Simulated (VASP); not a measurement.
# TiAl16N16 (a cell with a defect) in VASP: notebook, part 2 of 2

VASP 6.6.1. Earlier steps stand in the parts before.

## Step 4: Single point, PBE

Input file INCAR:

```
SYSTEM = TiAl16N16
PREC     = Accurate       ! precision mode
ENCUT    = 520            ! plane-wave cutoff, eV
EDIFF    = 1E-6           ! SCF threshold, eV
ISMEAR   = -1             ! smearing method
SIGMA    = 0.01           ! smearing width, eV
LREAL    = Auto         
LASPH    = .TRUE.         ! aspherical terms in the spheres
NELM     = 120            ! most SCF steps
ALGO     = Normal         ! electronic algorithm
ISIF     = 2              ! what is computed and relaxed
LWAVE    = .FALSE.        ! write WAVECAR
LCHARG   = .TRUE.         ! write CHGCAR
GGA      = PE             ! functional
LELF     = .TRUE.         ! ELF
LVHAR    = .TRUE.       
NBANDS   = 92             ! bands
NELECT   = 138.0        
GGA_COMPAT= .FALSE.
```

Input file KPOINTS:

```
regular mesh
0
G
  1 1 1
  0 0 0
```

Input file POSCAR:

```
TiAl16N16
1.0
    6.2595139100      0.0000000600      0.0000000000
   -3.1297570100      5.4208980300      0.0000000000
    0.0000000000      0.0000000000     10.0348065900
Al N Ti
16 16 1
Direct
    0.3668855349      0.1887696415      0.2378786256
    0.1643180832      0.3273389354      0.4992916361
    0.3319557223      0.1696890395      0.7507025604
    0.1693140846      0.3373376477      1.0036053919
    0.3397773439      0.6782485041      0.2554007371
    0.1855358290      0.8273431753      0.5231327533
    0.3287761214      0.6562770524      0.7588419300
    0.1865445990      0.8499409071      0.9910559721
    0.8231770342      0.1887875302      0.2378750381
    0.6651279961      0.3289740833      0.5019412138
    0.8390279781      0.1696934612      0.7507002684
    0.6646929435      0.3280995050      0.9771214733
    0.8319978862      0.6626879772      0.1606623890
    0.6430409258      0.8273241696      0.5231549759
    0.8347607493      0.6682296789      0.7464219597
    0.6647026108      0.8499462515      0.9910494947
    0.3311457005      0.1554242444      0.4342197292
    0.1685368559      0.3357777586      0.2027554773
    0.3326353472      0.1756873077      0.9386258634
    0.1657498902      0.3302089396      0.6884565176
    0.3306320795      0.6600186833      0.4490201141
    0.1758188017      0.8491401174      0.1920111746
    0.3339594047      0.6666186967      0.9483196228
    0.1730534866      0.8327690292      0.7093798905
    0.8255815741      0.1554140930      0.4342316876
    0.6680830367      0.3348876791      0.1640535854
    0.8443470349      0.1756967100      0.9386254648
    0.6662580389      0.3312242640      0.6978295931
    0.8413627718      0.6814787751      0.4814929871
    0.6746248199      0.8491382671      0.1920272187
    0.8395990272      0.6778950516      0.9603109849
    0.6609953513      0.8327616449      0.7093961340
   -0.0372965954     -0.0757249067      0.3485325769
```

On the command line:

```console
> cat potpaw_PBE.64/Al/POTCAR potpaw_PBE.64/N/POTCAR potpaw_PBE.64/Ti_sv/POTCAR > POTCAR
> mpirun -np 1 vasp_gam > vasp.out
```

Wall time 1.7 min (1 thread of Intel Xeon Platinum 8259CL at 2.50GHz (Skylake/Cascade Lake), shared host); peak memory 0.42 GiB.

The run converged. Its results:

| Quantity | Value |
| --- | --- |
| Free energy | -249.1425 eV |
| Largest force | 0.033 eV/Å |

Forces on the atoms (eV/Å):
```
Al  -0.003 -0.019  0.010
Al  -0.001 -0.009  0.003
Al   0.000 -0.005 -0.006
Al   0.002  0.010 -0.006
Al  -0.001  0.020  0.007
Al  -0.011  0.001 -0.007
Al   0.000  0.002 -0.010
Al  -0.003 -0.005  0.003
Al   0.000 -0.017  0.010
Al  -0.001  0.003  0.002
Al  -0.002 -0.004 -0.006
Al  -0.001 -0.003 -0.010
Al   0.000  0.030  0.014
Al   0.008  0.001 -0.007
Al   0.001  0.003 -0.002
Al   0.005 -0.005  0.002
N    0.004  0.016  0.002
N    0.000  0.006 -0.010
N    0.000  0.004  0.010
N    0.000  0.000  0.004
N    0.001 -0.005 -0.007
N    0.020 -0.004 -0.016
N    0.000 -0.011  0.003
N   -0.001  0.000  0.007
N   -0.009  0.018 -0.001
N    0.000  0.000  0.005
N    0.000  0.004  0.010
N    0.000  0.001  0.007
N    0.000 -0.021  0.015
N   -0.023 -0.002 -0.018
N   -0.001 -0.008 -0.014
N    0.001  0.000  0.007
Ti   0.016 -0.001  0.002
```

Levels at points of the mesh, in eV from the Fermi level:
| k point | band 67 | band 68 | band 69 | band 70 | band 71 | band 72 |
| --- | --- | --- | --- | --- | --- | --- |
| (0.00, 0.00, 0.00) | -3.32 | -2.91 | -0.31 | 0.29 | 0.57 | 0.71 |

Caveat: the k points lie up to 1.16 Å⁻¹ apart, too coarse for converged energies, forces and pressures; the cell carries a net charge on a neutralising background, which shifts energy and pressure; the cell is charged against a uniform background, so pressure and absolute levels hang on convention.

## Step 5: Single point, PBE

Input file INCAR:

```
ALGO = Normal ; EDIFF = 1E-6
ENCUT = 520 ; GGA = PE
GGA_COMPAT = F ; ISIF = 2
ISMEAR = -1 ; LASPH = T
LCHARG = F ; LREAL = Auto
LWAVE = F ; NBANDS = 92
NELECT = 138.0 ; NELM = 120
PREC = Accurate ; SIGMA = 0.01
```

Input file KPOINTS:

```
k-points
0
Gamma
  1 1 1
```

Input file POSCAR:

```
TiAl16N16
1.0
    6.2595139100      0.0000000600      0.0000000000
   -3.1297570100      5.4208980300      0.0000000000
    0.0000000000      0.0000000000     10.0348065900
Al N Ti
16 16 1
Direct
    0.3369946117      0.1590262305      0.2425026310
    0.1946801878      0.3119505253      0.5335919484
    0.3267158103      0.1328049294      0.7576389173
    0.1834733416      0.3247277442      0.9708896642
    0.3412668557      0.6574406971      0.2314283767
    0.1730026134      0.8240416929      0.4982871324
    0.3380247398      0.6580749094      0.7518242561
    0.1671313737      0.8190629976      1.0000892304
    0.9652460390      0.4037092987      0.3754205889
    0.6395838759      0.3114827013      0.5311714732
    0.8334024742      0.1494161937      0.7312811597
    0.6567074363      0.3266008604      0.9736956973
    0.8332734151      0.6573892241      0.2351859977
    0.6685557517      0.8149118348      0.5014000972
    0.8381107460      0.6572040149      0.7509482054
    0.6652613527      0.8140023914      0.9846569449
    0.3364152127      0.1521893559      0.4448524204
    0.1976507869      0.3350051925      0.1660317999
    0.3265535191      0.1358531329      0.9387880988
    0.1810060371      0.3201222343      0.7196071927
    0.3129386775      0.6239375769      0.4332993328
    0.1696839821      0.8229374478      0.1954024706
    0.3375932398      0.6627171291      0.9391597053
    0.1658043060      0.8121580531      0.6842091014
    0.8479963204      0.1721688812      0.5178126707
    0.6527171241      0.3364363157      0.1671534957
    0.8348425922      0.1560829857      0.9508900759
    0.6576466033      0.3203887900      0.7164411128
    0.8332291746      0.6246378241      0.4339689022
    0.6714183205      0.8252009049      0.1846196021
    0.8412452411      0.6628643316      0.9380124984
    0.6622028960      0.8062671417      0.6906146061
   -0.1567525120      0.1723100129      0.1659622420
```

On the command line:

```console
> cat potpaw_PBE.64/Al/POTCAR potpaw_PBE.64/N/POTCAR potpaw_PBE.64/Ti_sv/POTCAR > POTCAR
> mpirun -np 1 vasp_gam > vasp.out
```

Wall time 1.8 min (1 thread of Intel Xeon Platinum 8259CL at 2.50GHz (Skylake/Cascade Lake), shared host); peak memory 0.41 GiB.

It converged, with:

- Free energy: -249.1981 eV
- Largest force: 0.208 eV/Å

Forces in eV/Å, atoms in the order of the input:
```
Al   0.031  0.002  0.005
Al  -0.035 -0.004 -0.026
Al  -0.020  0.014 -0.010
Al  -0.002 -0.003  0.105
Al   0.034  0.035  0.022
Al  -0.016 -0.008  0.014
Al   0.005 -0.017  0.001
Al   0.013  0.004 -0.008
Al  -0.040  0.119 -0.021
Al   0.004 -0.005 -0.014
Al   0.005  0.000  0.041
Al   0.030 -0.031 -0.006
Al   0.008 -0.006 -0.150
Al  -0.036  0.000 -0.020
Al  -0.014 -0.007 -0.007
Al   0.005  0.025 -0.016
N   -0.012 -0.007 -0.003
N    0.035  0.020  0.017
N   -0.008  0.006  0.021
N    0.003 -0.001 -0.050
N   -0.039 -0.004  0.001
N   -0.005 -0.012  0.002
N    0.004 -0.012  0.011
N   -0.013  0.006  0.029
N   -0.018 -0.001 -0.073
N    0.001  0.009  0.017
N    0.015  0.001 -0.081
N   -0.005 -0.006  0.002
N   -0.008  0.000 -0.003
N    0.024 -0.032 -0.026
N    0.009 -0.015  0.031
N   -0.005  0.001  0.006
Ti   0.051 -0.071  0.189
```

Levels at points of the mesh, in eV from the Fermi level:
```csv
k point,band 66,band 67,band 68,band 69,band 70,band 71,band 72,band 73
"(0.00, 0.00, 0.00)",-2.57,-2.55,-2.15,-0.31,1.23,1.58,1.63,1.91
```

Caveat: the k points lie up to 1.16 Å⁻¹ apart, too coarse for converged energies, forces and pressures; the cell carries a net charge on a neutralising background, which shifts energy and pressure; the cell is charged against a uniform background, so pressure and absolute levels hang on convention.
